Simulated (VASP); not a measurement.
**Ga4Sb3P: single point with PBE**

Crystal: Ga4Sb3P.

```
P Ga Sb
1.0
     4.22747    0.00000    0.00000
     0.00000    8.46412    0.00000
     0.00000    0.00000    5.95945
P Ga Sb
1 4 3
Direct
  0.00000 0.00000 0.00098
  0.50000 0.00000 0.78670
  0.00000 0.77124 0.23654
  0.50000 0.50000 0.73750
  0.00000 0.22876 0.23654
  0.50000 0.76120 0.50043
  0.00000 0.50000 0.00088
  0.50000 0.23880 0.50043
```

This cell differs from its parent crystal: volume changed by -3%.

| Item | Value |
| --- | --- |
| Program | VASP 6.6.1 |
| Task | single point |
| Functional | PBE |
| Potentials or basis | VASP PAW PBE potentials, release 64 (P, Ga_d, Sb) |
| Cutoff | 520 eV |
| k mesh | 6 × 4 × 4 |
| Occupations | fermi-dirac, width 0.02 eV |
| Spin | no spin polarisation |
| Dipole correction | no |
| Further INCAR settings | ALGO = Normal; EDIFF = 1e-06; NBANDS = 46 |

| Quantity | Value |
| --- | --- |
| Pressure | 1.7 GPa |
| Largest force | 0.057 eV/Å |

Forces on the atoms (eV/Å):
```
P    0.000  0.000 -0.049
Ga   0.000  0.000  0.057
Ga   0.000 -0.008 -0.021
Ga   0.000  0.000 -0.017
Ga   0.000  0.008 -0.021
Sb   0.000  0.007  0.004
Sb   0.000  0.000  0.045
Sb   0.000 -0.007  0.004
```

Levels at points of the mesh, in eV from the Fermi level:
```tsv
k point	band 32	band 33	band 34	band 35	band 36	band 37	band 38	band 39	band 40	band 41
(0.00, 0.00, 0.00)	-1.59	-1.03	-0.25	-0.16	-0.07	0.00	0.77	1.18	1.96	2.38
(0.50, 0.00, 0.00)	-2.71	-2.66	-2.56	-1.60	-1.05	0.90	0.97	1.02	1.30	1.72
(0.00, 0.50, 0.00)	-2.00	-1.63	-1.41	-0.63	-0.06	0.65	1.74	1.79	1.96	3.00
(0.50, 0.50, 0.00)	-2.84	-2.66	-2.51	-2.49	-2.22	1.90	1.91	1.94	2.18	2.37
(0.00, 0.00, 0.50)	-1.51	-1.32	-1.15	-1.12	-0.93	0.11	0.69	1.16	1.45	2.36
(0.50, 0.00, 0.50)	-3.29	-1.64	-1.32	-1.27	-0.95	0.25	0.63	3.40	3.53	3.57
(0.00, 0.50, 0.50)	-1.98	-1.50	-1.30	-1.23	-1.17	1.03	1.74	1.83	1.96	3.27
(0.50, 0.50, 0.50)	-3.04	-2.26	-2.10	-1.96	-1.83	2.11	2.23	2.30	2.66	3.19
```

Wall time 2.2 min on 1 thread of Intel(R) Xeon(R) 6975P-C (Granite Rapids), on a shared host, peak memory 0.49 GiB.

Caveat: spin-orbit coupling is left out, which moves the levels of the heavy elements.
